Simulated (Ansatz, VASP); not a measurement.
**NaPdC: VASP beside Ansatz**

```
CELL_PARAMETERS angstrom
3.00007 0.00000 0.00000
0.00000 3.00007 0.00000
0.00000 0.00000 5.48702
ATOMIC_POSITIONS crystal
Na 0.00000 0.00000 0.50000
Pd 0.00000 0.00000 0.00000
C 0.50000 0.50000 0.00000
```

Alike in both runs: functional PBE; k mesh 6 × 6 × 4; occupations gaussian, width 0.1 eV; no spin polarisation.

Ansatz relaxed the structure, and its values are those at the end. VASP's run is a single point on that final structure, the one shown.

```csv
,VASP,Ansatz
version,VASP 6.6.1,Ansatz 0.2.0
potentials or method,"VASP PAW PBE potentials, release 64 (Na_pv, Pd, C), cutoff 520 eV","scalar-relativistic, plane waves, PAW"
valence electrons in the cell,21,31
```

|  | VASP | Ansatz | Ansatz less VASP |
| --- | --- | --- | --- |
| gap on the k mesh at the Fermi level (eV) | none | none | - |
| pressure (GPa) | -0.1 | 0.0 | +0.01 |

A gap of «none» marks a metal or a gap that the smearing closes. With one functional, cell and mesh, what is left measures potentials, basis and numerics. VASP's potentials hold 21 valence electrons a cell and Ansatz's 31, so a difference there can come from the potentials and not from the codes.
